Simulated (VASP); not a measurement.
**BaTe (zincblende type): electric field gradients with PBE**

BaTe (zincblende type):

```
Ba Te
1.0
     0.00000    3.94240    3.94240
     3.94240    0.00000    3.94240
     3.94240    3.94240    0.00000
Ba Te
1 1
Direct
  0.00000 0.00000 0.00000
  0.25000 0.25000 0.25000
```

```yaml
Program: VASP 6.6.1
Task: electric field gradients
Functional: PBE
Potentials_or_basis: VASP PAW PBE potentials, release 64 (Ba_sv, Te)
Cutoff: 520 eV
k_mesh: 11 × 11 × 11
Occupations: fermi-dirac, width 0.05 eV
Spin: no spin polarisation
Dipole_correction: no
Further_INCAR_settings: ALGO = Normal; EDIFF = 1e-08; NBANDS = 15
```

- Pressure: -0.2 GPa
- Band gap on the k mesh: 2.56 eV (least direct gap 2.94 eV)
- Largest electric field gradient by atom: zero within the noise of the run

Levels at points of the mesh, in eV from the valence-band top:
```csv
k point,band 6,band 7,band 8,band 9,band 10,band 11
"(0.00, 0.00, 0.00)",-0.40,-0.40,-0.40,2.56,4.11,4.11
```

It took 3.5 min on 1 thread of Intel Xeon 8259CL (shared host), peak memory 0.32 GiB.

Caveat: spin-orbit coupling is left out, which moves the levels of the heavy elements; an odd mesh through Γ misses points on the zone boundary, where band edges can lie.
